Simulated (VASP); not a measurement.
# Si (Fd-3m) in VASP: further runs

Runs on Si. Level: r2SCAN. Tasks: single point.

All numbers are computed with VASP 6.6.1; they aren't measurements. Logs are shortened: lines on timing, memory, paths and dates and some standing lists are left out, and cuts for length are marked.

### Step 1. The cell of the first run

Symmetry: Fd-3m, No. 227, cubic system. The conventional cell has a = 5.295 Å, b = 5.295 Å, c = 5.295 Å, α = 90.00°, β = 90.00°, γ = 90.00°. Within 3.0 Å of Si (site symmetry -43m) lie 4 Si at 2.29 Å.

### Step 2. Single point, r2SCAN (volume scaled by 0.920)

POSCAR

```
Si
1.0
    0.0000000000      2.6475055147      2.6475055147
    2.6475055147      0.0000000000      2.6475055147
    2.6475055147      2.6475055147      0.0000000000
Si
2
Direct
    0.7500000000      0.7500000000      0.7500000000
    0.5000000000      0.5000000000      0.5000000000
```

INCAR.step1

```
SYSTEM = Si
PREC = Accurate
ENCUT = 520
ISMEAR = 0
SIGMA = 0.05
LREAL = .FALSE.
LASPH = .TRUE.
NELM = 60
NBANDS = 11
GGA = PE
ALGO = Normal
EDIFF = 1E-4
LWAVE = .TRUE.
LCHARG = .FALSE.
```

INCAR.step2

```
SYSTEM = Si
PREC = Accurate
ENCUT = 520
EDIFF = 1E-7
ISMEAR = 0
SIGMA = 0.05
LREAL = .FALSE.
LASPH = .TRUE.
NELM = 60
ALGO = Normal
ISIF = 2
LWAVE = .FALSE.
LCHARG = .FALSE.
METAGGA = R2SCAN
LMIXTAU = .TRUE.
NBANDS = 11
ISTART = 1
```

KPOINTS

```
regular mesh
0
G
  14 14 14
  0 0 0
```

Potentials or basis: VASP PAW PBE potentials, release 64 (Si).

Launch:

```
$ cat potpaw_PBE.64/Si/POTCAR > POTCAR
$ cp INCAR.step1 INCAR
$ mpirun -np 1 vasp_std > vasp.out
$ cp INCAR.step2 INCAR
$ mpirun -np 1 vasp_std > vasp.out
```

OUTCAR:

```text
SYSTEM = Si
   PREC = Accurate
   ENCUT = 520
   EDIFF = 1E-7
   ISMEAR = 0
   LREAL = .FALSE.
   LASPH = .TRUE.
   NELM = 60
   ISIF = 2
   METAGGA = R2SCAN
   ISTART = 1

 ion  position               nearest neighbor table
   1  0.750  0.750  0.750-   2 2.29   2 2.29   2 2.29   2 2.29
   2  0.500  0.500  0.500-   1 2.29   1 2.29   1 2.29   1 2.29

  LATTYP: Found a face centered cubic cell.
 ALAT       =     5.2950110294

  Lattice vectors:

 A1 = (   0.0000000000,   2.6475055147,   2.6475055147)
 A2 = (   2.6475055147,   0.0000000000,   2.6475055147)
 A3 = (   2.6475055147,   2.6475055147,   0.0000000000)

Analysis of symmetry for initial positions (statically):
=====================================================================
 Subroutine PRICEL returns:
 Original cell was already a primitive cell.

 Routine SETGRP: Setting up the symmetry group for a
 face centered cubic supercell.

 Subroutine GETGRP returns: Found 48 space group operations
 (whereof 24 operations were pure point group operations)
 out of a pool of 48 trial point group operations.

The static configuration has the point symmetry T_d .
 The point group associated with its full space group is O_h .

Analysis of symmetry for dynamics (positions and initial velocities):
=====================================================================
 Subroutine PRICEL returns:
 Original cell was already a primitive cell.

 Routine SETGRP: Setting up the symmetry group for a
 face centered cubic supercell.

 Subroutine GETGRP returns: Found 48 space group operations
 (whereof 24 operations were pure point group operations)
 out of a pool of 48 trial point group operations.

The dynamic configuration has the point symmetry T_d .
 The point group associated with its full space group is O_h .

 Subroutine INISYM returns: Found 48 space group operations
 (whereof 24 operations are pure point group operations),
 and found     1 'primitive' translations

----------------------------------------------------------------------------------------

                                     Primitive cell

  volume of cell :      37.1142

  direct lattice vectors                    reciprocal lattice vectors
     0.000000000  2.647505515  2.647505515    -0.188857019  0.188857019  0.188857019
     2.647505515  0.000000000  2.647505515     0.188857019 -0.188857019  0.188857019
     2.647505515  2.647505515  0.000000000     0.188857019  0.188857019 -0.188857019

  length of vectors
     3.744138205  3.744138205  3.744138205     0.327109953  0.327109953  0.327109953

  position of ions in fractional coordinates (direct lattice)
     0.750000000  0.750000000  0.750000000
     0.500000000  0.500000000  0.500000000

  ion indices of the primitive-cell ions
   primitive index   ion index
                 1           1
                 2           2

----------------------------------------------------------------------------------------

 KPOINTS: regular mesh

Automatic generation of k-mesh.
 Grid dimensions read from file:
 generate k-points for:   14   14   14

 Generating k-lattice:

  Cartesian coordinates                     Fractional coordinates (reciprocal lattice)
    -0.013489787  0.013489787  0.013489787     0.071428571  0.000000000  0.000000000
     0.013489787 -0.013489787  0.013489787     0.000000000  0.071428571  0.000000000
     0.013489787  0.013489787 -0.013489787     0.000000000  0.000000000  0.071428571

  Length of vectors
     0.023364997  0.023364997  0.023364997

  Shift w.r.t. Gamma in fractional coordinates (k-lattice)
     0.000000000  0.000000000  0.000000000

 Subroutine IBZKPT returns following result:
 ===========================================

 Found    104 irreducible k-points:

 Following reciprocal coordinates:
            Coordinates               Weight
  0.000000  0.000000  0.000000      1.000000
  0.071429  0.000000  0.000000      8.000000
  0.142857  0.000000  0.000000      8.000000
  0.214286  0.000000  0.000000      8.000000
  0.285714  0.000000  0.000000      8.000000
  0.357143  0.000000  0.000000      8.000000
[... 16 lines left out ...]
  0.214286  0.142857  0.000000     24.000000
  0.285714  0.142857  0.000000     24.000000
 [... further k-points ...]
   k-points           NKPTS =    104   k-points in BZ     NKDIM =    104   number of bands    NBANDS=     11
   number of dos      NEDOS =    301   number of ions     NIONS =      2
   total plane-waves  NPLWV =  21952
   dimension x,y,z NGX =    28 NGY =   28 NGZ =   28
   dimension x,y,z NGXF=    56 NGYF=   56 NGZF=   56
   ions per type =               2
   NGX,Y,Z   is equivalent  to a cutoff of  12.43, 12.43, 12.43 a.u.
   NGXF,Y,Z  is equivalent  to a cutoff of  24.86, 24.86, 24.86 a.u.
 SYSTEM =  Si
   PREC   = accura    normal or accurate (medium, high low for compatibility)
   ISTART =      1    job   : 0-new  1-cont  2-samecut
   ICHARG =      0    charge: 1-file 2-atom 10-const
   ISPIN  =      1    spin polarized calculation?
   LNONCOLLINEAR =      F non collinear calculations
   LSORBIT =      F    spin-orbit coupling
   LASPH  =      T    aspherical Exc in radial PAW
   ENCUT  =  520.0 eV  38.22 Ry    6.18 a.u.   6.96  6.96  6.96*2*pi/ulx,y,z
   NELM   =     60;   NELMIN=  2; NELMDL=  0     # of ELM steps
   EDIFF  = 0.1E-06   stopping-criterion for ELM
   LREAL  =      F    real-space projection
   EDIFFG = 0.1E-05   stopping-criterion for IOM
   NSW    =      0    number of steps for IOM
   IBRION =     -1    ionic relax: 0-MD 1-quasi-New 2-CG
   NFREE  =      0    steps in history (QN), initial steepest desc. (CG)
   ISIF   =      2    stress and relaxation
   ISYM   =      2    0-nonsym 1-usesym 2-fastsym
   POTIM  = 0.5000    time-step for ionic-motion
   TEBEG  =    0.0;   TEEND  =   0.0 temperature during run
   PSTRESS=    0.0 pullay stress
   NELECT =       8.0000    total number of electrons
   NUPDOWN=      -1.0000    fix difference up-down
   EMIN   =  10.00;   EMAX   =-10.00  energy-range for DOS
   EFERMI =   0.00;   METHOD = LEGACY
   ISMEAR =     0;   SIGMA  =   0.05  broadening in eV -4-tet -1-fermi 0-gaus
   EFERMI_NEDOS =   21; number of points for ismear=-14 and -15
   IALGO  =     38    algorithm
   IMIX   =      4    mixing-type and parameters
     AMIX     =   0.40;   BMIX     =  1.00
     AMIX_MAG =   1.60;   BMIX_MAG =  1.00
  volume/ion in A,a.u.               =      18.56       125.23
  Fermi-wavevector in a.u.,A,eV,Ry     =   0.981578  1.854913 13.109139  0.963495
  Thomas-Fermi vector in A             =   2.112595
   LORBIT       =      0    0 simple, 1 ext, 2 COOP (PROOUT), +10 PAW based schemes
   METAGGA = R2SCAN    functional components
   LHFCALC =     F    Hartree Fock is set to
   AEXX    =    0.0000 exact exchange contribution
   IVDW    =     0    specifies the selected vdW correction
   LEPSILON=     F    determine dielectric tensor
   LRPA    =     F    only Hartree local field effects (RPA)
 non-spin polarized calculation
 Gauss-broadening in eV      SIGMA  =   0.05
  energy-cutoff  :      520.00
  volume of cell :       37.11
 maximum number of plane-waves:      1012
   NGX = 13   NGY = 13   NGZ = 13

 number of electron       8.0000000 magnetization

 Free energy of the ion-electron system (eV)
  ---------------------------------------------------
  ext. energy  EPLUGINS =         0.00000000
  ---------------------------------------------------
  free energy    TOTEN  =       -17.46547524 eV

  energy without entropy =      -17.46547524  energy(sigma->0) =      -17.46547524

 E-fermi :   6.7504     XC(G=0): -10.1613

 val. band max:        6.5388755961   @ k =   0.0000   0.0000   0.0000
 cond. band min:       7.1694411739   @ k =   0.4286   0.4286   0.0000
 fundamental gap:      0.6305655778
 Fermi energy:         6.7503768651

 k-point     1 :       0.0000    0.0000    0.0000
  band No.  band energies     occupation
      1      -6.5473      2.00000
      2       6.5389      2.00000
      3       6.5389      2.00000
      4       6.5389      2.00000
      5       9.3282      0.00000
      6       9.3282      0.00000
      7       9.3282      0.00000
      8      11.4910      0.00000
      9      14.6954      0.00000
     10      14.6954      0.00000
     11      15.6093      0.00000

 k-point     2 :       0.0714    0.0000    0.0000
  band No.  band energies     occupation
      1      -6.4722      2.00000
      2       5.8553      2.00000
      3       6.4149      2.00000
      4       6.4149      2.00000
      5       9.4988      0.00000
      6       9.5108      0.00000
      7       9.5108      0.00000
      8      11.8890      0.00000
      9      14.4766      0.00000
     10      14.4766      0.00000
     11      15.9144      0.00000

 k-point     3 :       0.1429    0.0000    0.0000
  band No.  band energies     occupation
      1      -6.2486      2.00000
      2       4.4988      2.00000
      3       6.1330      2.00000
      4       6.1330      2.00000
      5       9.4965      0.00000
      6       9.9204      0.00000
      7       9.9204      0.00000
      8      12.9476      0.00000
      9      14.1060      0.00000
     10      14.1060      0.00000
     11      16.6052      0.00000
[... 267 lines left out ...]
 k-point    23 :       0.2143    0.1429    0.0000
  band No.  band energies     occupation
      1      -5.8761      2.00000
      2       3.8711      2.00000
      3       5.0791      2.00000
      4       5.1990      2.00000
      5       8.5983      0.00000
      6      11.1745      0.00000
      7      11.5018      0.00000
      8      11.5354      0.00000
      9      14.8075      0.00000
     10      15.2842      0.00000
     11      17.8090      0.00000

 k-point    24 :       0.2857    0.1429    0.0000
  band No.  band energies     occupation
      1      -5.4650      2.00000
      2       2.5468      2.00000
      3       4.8161      2.00000
      4       4.8538      2.00000
      5       8.8520      0.00000
      6      11.1699      0.00000
      7      11.4057      0.00000
      8      11.7839      0.00000
      9      15.6307      0.00000
     10      16.1173      0.00000
     11      17.8866      0.00000

 [... further k-points ...]

------------------------ aborting loop because EDIFF is reached ----------------------------------------

  FORCE on cell =-STRESS in cart. coord.  units (eV):
  Direction    XX          YY          ZZ          XY          YZ          ZX
  --------------------------------------------------------------------------------------
  -------------------------------------------------------------------------------------
  Total        2.1635509      2.1635509      2.1635509     -0.0000000      0.0000000     -0.0000000
  in kB       93.3978932     93.3978932     93.3978932     -0.0000000      0.0000000     -0.0000000
  external PRESSURE =      93.3978932 kB  Pullay stress =       0.0000000 kB

 VOLUME and BASIS-vectors are now :
 -----------------------------------------------------------------------------
  energy-cutoff  :      520.00
  volume of cell :       37.11
      direct lattice vectors                 reciprocal lattice vectors
     0.000000000  2.647505515  2.647505515    -0.188857019  0.188857019  0.188857019
     2.647505515  0.000000000  2.647505515     0.188857019 -0.188857019  0.188857019
     2.647505515  2.647505515  0.000000000     0.188857019  0.188857019 -0.188857019

 POSITION                                       TOTAL-FORCE (eV/Angst)
 -----------------------------------------------------------------------------------
      3.97126      3.97126      3.97126         0.000000     -0.000000      0.000000
      2.64751      2.64751      2.64751        -0.000000      0.000000     -0.000000
 -----------------------------------------------------------------------------------
    total drift:                                0.000000      0.000000     -0.000000

  FREE ENERGIE OF THE ION-ELECTRON SYSTEM (eV)
  ---------------------------------------------------
  free  energy   TOTEN  =       -17.4654752368 eV

  energy  without entropy=      -17.4654752368  energy(sigma->0) =      -17.46547524
```

Run time: 98 s. Hardware: 1 thread of Intel Xeon Platinum 8488C (Sapphire Rapids), shared host; peak memory 0.17 GiB.

What came out:

```
Free energy            : -17.4655 eV
Pressure               : 9.3 GPa
Band gap on the k mesh : 0.63 eV, indirect (least direct gap 2.79 eV)
```

Levels at points of the mesh, in eV from the valence-band top:
| k point | band 2 | band 3 | band 4 | band 5 | band 6 | band 7 |
| --- | --- | --- | --- | --- | --- | --- |
| (0.00, 0.00, 0.00) | 0.00 | 0.00 | 0.00 | 2.79 | 2.79 | 2.79 |
| (0.50, 0.00, 0.00) | -7.66 | -1.34 | -1.34 | 2.18 | 3.54 | 3.54 |
| (0.50, 0.50, 0.00) | -8.43 | -3.23 | -3.23 | 0.76 | 0.76 | 11.59 |

Caveat: the PAW data sets were made with another functional, which shifts forces and pressure a little.

### Step 3. Single point, r2SCAN (volume scaled by 0.680)

POSCAR

```
Si
1.0
    0.0000000000      2.3937414230      2.3937414230
    2.3937414230      0.0000000000      2.3937414230
    2.3937414230      2.3937414230      0.0000000000
Si
2
Direct
    0.7500000000      0.7500000000      0.7500000000
    0.5000000000      0.5000000000      0.5000000000
```

INCAR.step1

```
ALGO = Normal
EDIFF = 1E-4
ENCUT = 520
GGA = PE
ISMEAR = 0
LASPH = T
LCHARG = F
LREAL = F
LWAVE = T
NBANDS = 11
NELM = 100
PREC = Accurate
SIGMA = 0.05
```

INCAR.step2

```
ALGO = Normal
EDIFF = 1E-6
ENCUT = 520
ISIF = 2
ISMEAR = 0
ISTART = 1
LASPH = T
LCHARG = F
LMIXTAU = T
LREAL = F
LWAVE = F
METAGGA = R2SCAN
NBANDS = 11
NELM = 100
PREC = Accurate
SIGMA = 0.05
```

KPOINTS

```
k-points
0
Gamma
  16 16 16
```

Potentials or basis: VASP PAW PBE potentials, release 64 (Si).

Launch:

```
$ cat potpaw_PBE.64/Si/POTCAR > POTCAR
$ cp INCAR.step1 INCAR
$ mpirun -np 1 vasp_std > vasp.out
$ cp INCAR.step2 INCAR
$ mpirun -np 1 vasp_std > vasp.out
```

It took 1.7 min on 1 thread of Intel Xeon Platinum 8488C (Sapphire Rapids), shared host; peak memory 0.17 GiB.

Results (log left out):

```
Free energy            : -15.2117 eV
Pressure               : 80.0 GPa
Band gap on the k mesh : zero (band 4 reaches 10.32 eV, above the bottom of band 5 at 10.17 eV)
```

Levels at points of the mesh, in eV from the Fermi level:
```tsv
k point	band 1	band 2	band 3	band 4	band 5	band 6	band 7	band 8	band 9
(0.00, 0.00, 0.00)	-15.62	0.08	0.08	0.08	2.91	2.91	2.91	8.25	8.25
(0.50, 0.00, 0.00)	-11.98	-9.52	-1.53	-1.53	3.20	3.20	3.40	8.93	12.25
(0.50, 0.50, 0.00)	-9.65	-9.65	-4.10	-4.10	-0.02	-0.02	13.03	13.03	14.75
```

Caveat: the PAW data sets were made with another functional, which shifts forces and pressure a little.
